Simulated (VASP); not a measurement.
SiO2:

```
Si O
1.0
    -2.37405    2.37405    3.74400
     2.37405   -2.37405    3.74400
     2.37405    2.37405   -3.74400
Si O
2 4
Direct
  0.00000 0.00000 0.00000
  0.75000 0.25000 0.50000
  0.99838 0.62500 0.87338
  0.37500 0.24838 0.37338
  0.75162 0.12500 0.12662
  0.87500 0.00162 0.62662
```

Base run:

| Item | Value |
| --- | --- |
| Program | VASP 6.6.1 |
| Functional | LDA |
| Potentials or basis | VASP PAW LDA potentials, release 64 (Si, O) |
| Cutoff | 520 eV |
| k mesh | 8 × 8 × 8 |
| Occupations | gaussian, width 0.02 eV |
| Spin | no spin polarisation |

Its results: band gap on the k mesh 5.82 eV, direct; pressure -2.3 GPa; largest force 0.253 eV/Å.

Problem. The run is repeated on the same cell with these changes: k mesh from 8 × 8 × 8 to 1 × 1 × 1. What comes out?

Solution. Band gap on the k mesh 5.72 eV; pressure -1.9 GPa; largest force 0.979 eV/Å.

Caveats: some runs use coarse meshes.

A k mesh can miss the band edges.
